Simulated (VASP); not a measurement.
Set up this calculation in VASP 6.6.1, as the native input.

```yaml
Task: single point
Functional: r2SCAN
Potentials_or_basis: VASP PAW PBE potentials, release 64 (Ir)
Cutoff: 520 eV
k_mesh: 9 × 9 × 8
Occupations: methfessel-paxton, width 0.025 eV
Spin: no spin polarisation
Dipole_correction: no
Further_INCAR_settings: ALGO = Normal; EDIFF = 1e-06; NBANDS = 10
```

Crystal: Ir.

```
Ir
1.0
     0.06447    1.83736    1.75605
     1.94181    0.07743    1.74308
     2.17282    2.05540   -0.15358
Ir
1
Direct
  0.00000 0.00000 0.00000
```

One way to write it, as run:

POSCAR

```
Ir
1.0
    0.0644692700      1.8373557400      1.7560488600
    1.9418131400      0.0774349900      1.7430831500
    2.1728248700      2.0554017600     -0.1535767500
Ir
1
Direct
    0.0000000000      0.0000000000      0.0000000000
```

INCAR.step1

```
SYSTEM = Ir
ALGO = Normal
EDIFF = 1E-4
ENCUT = 520
GGA = PE
ISMEAR = 1
LASPH = .True.
LCHARG = .False.
LREAL = .False.
LWAVE = .True.
NBANDS = 10
NELM = 100
PREC = Accurate
SIGMA = 0.025
```

INCAR.step2

```
SYSTEM = Ir
ALGO = Normal
EDIFF = 1E-6
ENCUT = 520
ISIF = 2
ISMEAR = 1
ISTART = 1
LASPH = .True.
LCHARG = .False.
LMIXTAU = .True.
LREAL = .False.
LWAVE = .False.
METAGGA = R2SCAN
NBANDS = 10
NELM = 100
PREC = Accurate
SIGMA = 0.025
```

KPOINTS

```
k-points
0
Gamma
  9 9 8
  0 0 0
```

Potentials or basis: VASP PAW PBE potentials, release 64 (Ir).

Run with:

```bash
$ cat potpaw_PBE.64/Ir/POTCAR > POTCAR
$ cp INCAR.step1 INCAR
$ mpirun -np 1 vasp_std > vasp.out
$ cp INCAR.step2 INCAR
$ mpirun -np 1 vasp_std > vasp.out
```

Results of the run:

```
Pressure : 24.2 GPa
```

Caveat: the PAW data sets were made with another functional, which shifts forces and pressure a little.

It took 2.7 min on 1 thread of AMD EPYC 9R14 (Zen 4), with other jobs on the host, peak memory 0.14 GiB.
